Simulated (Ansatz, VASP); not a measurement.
NaCdI3 in VASP and in Ansatz

```
Na Cd I
1.0
     5.79753    0.00000    0.00000
     0.00000    5.79753    0.00000
     0.00000    0.00000    5.79753
Na Cd I
1 1 3
Direct
  0.00000 0.00000 0.00000
  0.50000 0.50000 0.50000
  0.50000 0.50000 0.00000
  0.50000 0.00000 0.50000
  0.00000 0.50000 0.50000
```

Alike in both runs: task single point; functional r2SCAN; k mesh 4 × 4 × 4; occupations fermi-dirac, width 0.02 eV; no spin polarisation.

|  | VASP | Ansatz |
| --- | --- | --- |
| version | VASP 6.6.1 | Ansatz 0.2.0 |
| potentials or method | VASP PAW PBE potentials, release 64 (Na_pv, Cd, I) | plane waves, PAW |
| plane-wave cutoff (eV) | 520 | 500 |
| valence electrons in the cell | 40 | 80 |

|  | VASP | Ansatz | Ansatz less VASP |
| --- | --- | --- | --- |
| pressure (GPa) | 1.7 | 1.6 | -0.08 |

VASP's potentials were made for PBE, not for r2SCAN. VASP's potentials hold 40 valence electrons a cell and Ansatz's 80, so a difference there can come from the potentials and not from the codes.

Neither program's run includes spin-orbit coupling.
